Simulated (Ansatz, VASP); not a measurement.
## Two plane-wave programs on Lu2SiNF2

```xyz
6
Lattice="3.2564 0.0000 0.0000 0.0000 3.2564 0.0000 0.0000 0.0000 7.7112" Properties=species:S:1:pos:R:3 pbc="T T T"
Lu    1.6282    0.0000    2.1061
Lu    0.0000    1.6282    5.6051
Si    0.0000    0.0000    0.0000
N     1.6282    1.6282    0.0000
F     1.6282    0.0000    4.5486
F     0.0000    1.6282    3.1626
```

Change from the starting cell: species swapped into the Nd2FeSi2Ru type (P-4m2, No. 115).

Alike in both runs: task relaxation of cell and atoms; functional PBE; k mesh 6 × 6 × 2; occupations gaussian, width 0.1 eV; no spin polarisation.

```csv
,VASP,Ansatz
version,VASP 6.6.1,Ansatz 0.2.0
potentials or method,"VASP PAW PBE potentials, release 64 (Lu, Si, N, F), cutoff 600 eV","scalar-relativistic, plane waves, PAW"
valence electrons in the cell,73,73
```

Ansatz gave:

| Quantity | Value |
| --- | --- |
| gap on the k mesh at the Fermi level, each at its own relaxed structure (eV) | none |
| relaxed volume (Å³/atom) | 13.70 |
| relaxed cell length with the largest relative difference (Å) | 7.713 |

Problem. Estimate VASP's values.

Solution. gap on the k mesh at the Fermi level, each at its own relaxed structure (eV): none; relaxed volume (Å³/atom): 13.71; relaxed cell length with the largest relative difference (Å): 7.726.

A gap of «none» marks a metal or a gap that the smearing closes.

The k mesh is coarse, so the values compare programs but aren't converged. Spin-orbit coupling is off throughout.
